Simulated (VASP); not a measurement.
Input of a VASP 6.6.1 run:

Contents of INCAR:

```
SYSTEM = B18N17
  PREC = Accurate
  ENCUT = 520
  EDIFF = 1E-8
  ISMEAR = -1
  SIGMA = 0.01
  LREAL = Auto
  LASPH = .True.
  NELM = 150
  ALGO = Normal
  ISIF = 2
  LWAVE = .False.
  LCHARG = .False.
  ISPIN = 2
  MAGMOM = 0.5 0 0 0 0 0 0.5 0 0.5 0 0 0 0 0 0 0 0 0 0 0 0 0 0 0 0 0 0 0 0 0 0 0 0 0 0
  LORBIT = 11
  GGA = PE
  LEFG = .True.
  NELECT = 137.0
  NBANDS = 96
```

KPOINTS

```
Automatic mesh
0
Gamma
  3 3 3
  0 0 0
```

The input POSCAR:

```
B18N17
1.0
    7.5049186035      0.0000000000      0.0000000000
   -3.7524593018      6.4994501639      0.0000000000
    0.0000000000      0.0000000000      7.3693201700
B N
18 17
Direct
    0.2222222222      0.1111111111      0.7500000000
    0.2222222222      0.4444444444      0.7500000000
    0.2222222222      0.7777777778      0.7500000000
    0.5555555556      0.1111111111      0.7500000000
    0.5555555556      0.4444444444      0.7500000000
    0.5555555556      0.7777777778      0.7500000000
    0.8888888889      0.1111111111      0.7500000000
    0.8888888889      0.4444444444      0.7500000000
    0.8888888889      0.7777777778      0.7500000000
    0.1111111111      0.2222222222      0.2500000000
    0.1111111111      0.5555555556      0.2500000000
    0.1111111111      0.8888888889      0.2500000000
    0.4444444444      0.2222222222      0.2500000000
    0.4444444444      0.5555555556      0.2500000000
    0.4444444444      0.8888888889      0.2500000000
    0.7777777778      0.2222222222      0.2500000000
    0.7777777778      0.5555555556      0.2500000000
    0.7777777778      0.8888888889      0.2500000000
    0.0000000000      0.3333333333      0.7500000000
    0.0000000000      0.6666666667      0.7500000000
    0.3333333333      0.0000000000      0.7500000000
    0.3333333333      0.3333333333      0.7500000000
    0.3333333333      0.6666666667      0.7500000000
    0.6666666667      0.0000000000      0.7500000000
    0.6666666667      0.3333333333      0.7500000000
    0.6666666667      0.6666666667      0.7500000000
    0.0000000000      0.0000000000      0.2500000000
    0.0000000000      0.3333333333      0.2500000000
    0.0000000000      0.6666666667      0.2500000000
    0.3333333333      0.0000000000      0.2500000000
    0.3333333333      0.3333333333      0.2500000000
    0.3333333333      0.6666666667      0.2500000000
    0.6666666667      0.0000000000      0.2500000000
    0.6666666667      0.3333333333      0.2500000000
    0.6666666667      0.6666666667      0.2500000000
```

Potentials or basis: VASP PAW PBE potentials, release 64 (B, N).

The run is started by

```sh
$ cat potpaw_PBE.64/B/POTCAR potpaw_PBE.64/N/POTCAR > POTCAR
$ mpirun -np 1 vasp_std > vasp.out
```

Question: What does it give for the net moment?

Answer: 0.00 μB per cell.

Question: Predict the largest force.

Answer: 1.654 eV/Å.

Forces on the atoms (eV/Å):
```
B    0.480  0.277  0.000
B    0.000  0.623  0.000
B    0.540 -0.312  0.000
B    0.000  0.890  0.000
B    0.770 -0.445  0.000
B   -0.540 -0.312  0.000
B   -0.480  0.277  0.000
B   -0.770 -0.445  0.000
B    0.000 -0.554  0.000
B    0.000 -0.062  0.000
B    0.091  0.052  0.000
B   -0.054  0.031  0.000
B    0.103  0.059  0.000
B   -0.091  0.052  0.000
B    0.000 -0.105  0.000
B   -0.103  0.059  0.000
B    0.000 -0.118  0.000
B    0.054  0.031  0.000
N    0.923 -1.373  0.000
N   -0.727  1.486  0.000
N   -1.650 -0.113  0.000
N   -0.923 -1.373  0.000
N    0.000  0.000  0.000
N    1.650 -0.113  0.000
N    0.000  0.000  0.000
N    0.727  1.486  0.000
N    0.000  0.000  0.000
N    0.005 -0.004  0.000
N   -0.002  0.006  0.000
N   -0.006 -0.002  0.000
N   -0.005 -0.004  0.000
N    0.000  0.000  0.000
N    0.006 -0.002  0.000
N    0.000  0.000  0.000
N    0.002  0.006  0.000
```

Caveat: the cell carries a net charge on a neutralising background, which shifts energy and pressure; without QUAD_EFG the Cq values of the log hold for a quadrupole moment of 1 mb, not for the nuclei.
